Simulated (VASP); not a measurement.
SiGe: single point with LDA

Crystal: SiGe.

```
CELL_PARAMETERS angstrom
3.95794 0.00000 0.00000
-1.97897 3.42768 0.00000
0.00000 0.00000 6.27759
ATOMIC_POSITIONS crystal
Si 0.66667 0.33333 0.87461
Si 0.33333 0.66667 0.37461
Ge 0.66667 0.33333 0.50039
Ge 0.33333 0.66667 0.00039
```

This cell differs from its parent crystal: ratio of the length along z to the lengths across it x 0.96, volume and fractional coordinates fixed.

| Property | Result |
| --- | --- |
| Program | VASP 6.6.1 |
| Task | single point |
| Functional | LDA |
| Potentials or basis | VASP PAW LDA potentials, release 64 (Si, Ge_d) |
| Cutoff | 520 eV |
| k mesh | 12 × 12 × 8 |
| Occupations | gaussian, width 0.03 eV |
| Spin | no spin polarisation |

- Pressure: -1.8 GPa
- Largest force: 0.424 eV/Å
- Band gap on the k mesh: zero (filled and empty bands overlap)

Forces in eV/Å, atoms in the order of the input:
```
Si   0.000  0.000  0.424
Si   0.000  0.000  0.424
Ge   0.000  0.000 -0.424
Ge   0.000  0.000 -0.424
```

Stress tensor (GPa, compression positive):
```
-4.63  0.00  0.00
 0.00 -4.63  0.00
 0.00  0.00  3.88
```

Levels at points of the mesh, in eV from the Fermi level:
```csv
k point,band 15,band 16,band 17,band 18,band 19,band 20,band 21,band 22
"(0.00, 0.00, 0.00)",-1.78,-0.28,-0.05,0.02,0.02,1.50,1.81,1.81
"(0.50, 0.00, 0.00)",-4.80,-3.29,-3.07,-1.43,0.18,2.02,3.16,3.28
"(0.00, 0.00, 0.50)",-1.10,-1.10,-1.10,-1.10,0.87,0.87,2.97,2.97
"(0.50, 0.00, 0.50)",-2.57,-2.57,-2.46,-2.46,0.63,0.63,1.94,1.94
```

It took 2.6 min on 1 thread of Intel(R) Xeon(R) Platinum 8375C CPU @ 2.90GHz (Ice Lake) (shared host), peak memory 0.29 GiB.
